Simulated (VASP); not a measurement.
A run of VASP 6.6.1 is set up as follows.

The input INCAR:

```
SYSTEM = HC5
PREC     = Accurate       ! precision mode
ENCUT    = 520            ! plane-wave cutoff, eV
EDIFF    = 1E-6           ! SCF threshold, eV
ISMEAR   = 0              ! smearing method
SIGMA    = 0.03           ! smearing width, eV
LREAL    = .False.        ! projectors in reciprocal space
LASPH    = .True.         ! aspherical terms in the spheres
NELM     = 120            ! most SCF steps
ALGO     = Normal         ! electronic algorithm
ISIF     = 2              ! what is computed and relaxed
LWAVE    = .False.        ! write WAVECAR
LCHARG   = .False.        ! write CHGCAR
LDIPOL   = .True.       
IDIPOL   = 3            
DIPOL    = 0.5 0.5 0.500
GGA      = PE             ! functional
IVDW     = 12             ! dispersion correction
NBANDS   = 33             ! bands
GGA_COMPAT= .False.      
NELMDL   = -8
```

Contents of KPOINTS:

```
Automatic mesh
0
Gamma
  12 12 1
  0 0 0
```

The input POSCAR:

```
HC5
1.0
    2.5151588558      0.0000000289      0.0000000000
   -1.2575794529      2.1781914492      0.0000000000
    0.0000000000      0.0000000000     25.0078695251
C H
10 2
Direct
    1.0000000000      0.0000000000      0.3262337456
    0.6666666667      0.3333333333      0.3457121515
    0.6666666667      0.3333333333      0.4076296072
    0.3333333333      0.6666666667      0.4281174586
    0.3333333333      0.6666666667      0.4897373511
    0.0000000000      0.0000000000      0.5102647307
    0.0000000000      0.0000000000      0.5718845666
    0.6666666667      0.3333333333      0.5923723728
    0.6666666667      0.3333333333      0.6542897939
    0.3333333333      0.6666666667      0.6737682391
    0.3333333333      0.6666666667      0.7180905079
    1.0000000000      0.0000000000      0.2819114611
```

Potentials or basis: VASP PAW PBE potentials, release 64 (C, H).

Command:

```sh
$ cat potpaw_PBE.64/C/POTCAR potpaw_PBE.64/H/POTCAR > POTCAR
$ mpirun -np 1 vasp_std > vasp.out
```

Problem. Predict the dispersion energy per atom.

Solution. -0.147 eV.

Problem. Estimate the band gap on the k mesh.

Solution. 2.73 eV.

Forces on the atoms (eV/Å):
```
C    0.000  0.000 -0.001
C    0.000  0.000 -0.004
C    0.000  0.000 -0.009
C    0.000  0.000  0.008
C    0.000  0.000  0.006
C    0.000  0.000 -0.006
C    0.000  0.000 -0.008
C    0.000  0.000  0.009
C    0.000  0.000  0.004
C    0.000  0.000  0.001
H    0.000  0.000  0.028
H    0.000  0.000 -0.028
```
